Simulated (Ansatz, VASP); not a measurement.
**One calculation of Ru, two programs**

```
Ru
1.0
     2.65056    0.00000    0.00000
    -1.32528    2.29546    0.00000
     0.00000    0.00000    4.19449
Ru
2
Direct
  0.66667 0.33333 0.75000
  0.33333 0.66667 0.25000
```

Alike in both runs: task single point; functional r2SCAN; k mesh 11 × 11 × 6; occupations fermi-dirac, width 0.05 eV; no spin polarisation.

|  | VASP | Ansatz |
| --- | --- | --- |
| version | VASP 6.6.1 | Ansatz 0.2.0 |
| potentials or method | VASP PAW PBE potentials, release 64 (Ru_sv) | Ansatz PAW |
| plane-wave cutoff (eV) | 620 | 500 |
| valence electrons in the cell | 32 | 32 |

Ansatz gave:

| Quantity | Value |
| --- | --- |
| gap on the k mesh at the Fermi level (eV) | none |
| pressure (GPa) | 21.5 |
| traceless stress, the component that is largest in VASP (GPa) | 0.35 |

Which values does VASP return?

gap on the k mesh at the Fermi level (eV): none; pressure (GPa): 21.8; traceless stress, the component that is largest in VASP (GPa): 0.37.

VASP's potentials were made for PBE, not for r2SCAN. A gap of «none» marks a metal or a gap that the smearing closes.
